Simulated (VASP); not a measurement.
A run of VASP 6.6.1 is set up as follows.

The input INCAR:

```
SYSTEM = C
PREC = Accurate
ENCUT = 520
EDIFF = 1E-7
ISMEAR = 0
SIGMA = 0.05
LREAL = Auto
LASPH = .True.
NELM = 100
ALGO = Normal
ISIF = 2
LWAVE = .False.
LCHARG = .False.
GGA = PS
NBANDS = 46
```

File KPOINTS:

```
regular mesh
0
Gamma
  6 6 4
  0 0 0
```

The input POSCAR:

```
C
1.0
   -2.4263873541      2.4263873541      2.4263873541
    2.4263873541     -2.4263873541      2.4263873541
    4.8527747083      4.8527747083      0.0000000000
C
16
Direct
    0.3252914026      0.0000000000      0.0000000000
    0.8252914026      0.5000000000      0.5000000000
    0.3373542987      0.3373542987      0.3373542987
    0.8373542987      0.8373542987      0.8373542987
    0.0000000000      0.3252914026      0.0000000000
    0.5000000000      0.8252914026      0.5000000000
    0.8373542987      0.8373542987      0.1626457013
    0.3373542987      0.3373542987      0.6626457013
    0.0000000000      0.6747085974      0.0000000000
    0.5000000000      0.1747085974      0.5000000000
    0.1626457013      0.1626457013      0.1626457013
    0.6626457013      0.6626457013      0.6626457013
    0.6747085974      0.0000000000      0.0000000000
    0.1747085974      0.5000000000      0.5000000000
    0.6626457013      0.6626457013      0.3373542987
    0.1626457013      0.1626457013      0.8373542987
```

Potentials or basis: VASP PAW PBE potentials, release 64 (C).

Launch:

```bash
$ cat potpaw_PBE.64/C/POTCAR > POTCAR
$ mpirun -np 1 vasp_std > vasp.out
```

Task: What does it give for the largest force?

Result: 0.037 eV/Å.

Task: Predict the pressure.

Result: 0.8 GPa.

Forces on the atoms (eV/Å):
```
C   -0.023  0.023  0.018
C   -0.023  0.023  0.018
C   -0.022 -0.022 -0.014
C   -0.022 -0.022 -0.014
C    0.023 -0.023  0.018
C    0.023 -0.023  0.018
C    0.022  0.022 -0.014
C    0.022  0.022 -0.014
C   -0.023  0.023 -0.018
C   -0.023  0.023 -0.018
C    0.022  0.022  0.014
C    0.022  0.022  0.014
C    0.023 -0.023 -0.018
C    0.023 -0.023 -0.018
C   -0.022 -0.022  0.014
C   -0.022 -0.022  0.014
```

Caveat: the PAW data sets were made with another functional, which shifts forces and pressure a little.
